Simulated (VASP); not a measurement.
Here is a VASP 6.6.1 calculation.

File INCAR:

```
SYSTEM = GaN
PREC     = Accurate       ! precision mode
ENCUT    = 520            ! plane-wave cutoff, eV
EDIFF    = 1E-8           ! SCF threshold, eV
ISMEAR   = 0              ! smearing method
SIGMA    = 0.01           ! smearing width, eV
LREAL    = .False.        ! projectors in reciprocal space
LASPH    = .True.         ! aspherical terms in the spheres
NELM     = 80             ! most SCF steps
ALGO     = Normal         ! electronic algorithm
ISIF     = 2              ! what is computed and relaxed
LWAVE    = .False.        ! write WAVECAR
LCHARG   = .True.         ! write CHGCAR
GGA      = PE             ! functional
IBRION   = 8              ! ionic algorithm
NSW      = 1              ! ionic steps
LEPSILON = .True.         ! dielectric tensor by DFPT
```

The input KPOINTS:

```
Automatic mesh
0
Gamma
  9 9 4
  0 0 0
```

Contents of POSCAR:

```
GaN
1.0
    3.2184289170      0.0000000000      0.0000000000
   -1.6092144585      2.7872412024      0.0000000000
    0.0000000000      0.0000000000      5.2430304411
Ga N
2 2
Direct
    0.3333333333      0.6666666667     -0.0008683132
    0.6666666667      0.3333333333      0.4991316868
    0.3333333333      0.6666666667      0.3758683132
    0.6666666667      0.3333333333      0.8758683132
```

Potentials or basis: VASP PAW PBE potentials, release 64 (Ga_d, N).

Command:

```bash
$ cat potpaw_PBE.64/Ga_d/POTCAR potpaw_PBE.64/N/POTCAR > POTCAR
$ mpirun -np 1 vasp_std > vasp.out
```

(1) What does it give for the electronic dielectric tensor (diagonal)?

(2) What does it give for the Born charges (mean of the diagonal)?

(3) What does it give for the highest phonon frequency at Γ, LO-TO splitting left out?

Results:

(1) 6.06, 6.06, 6.31.

(2) Ga +2.68; N -2.68 e.

(3) 655 cm⁻¹.
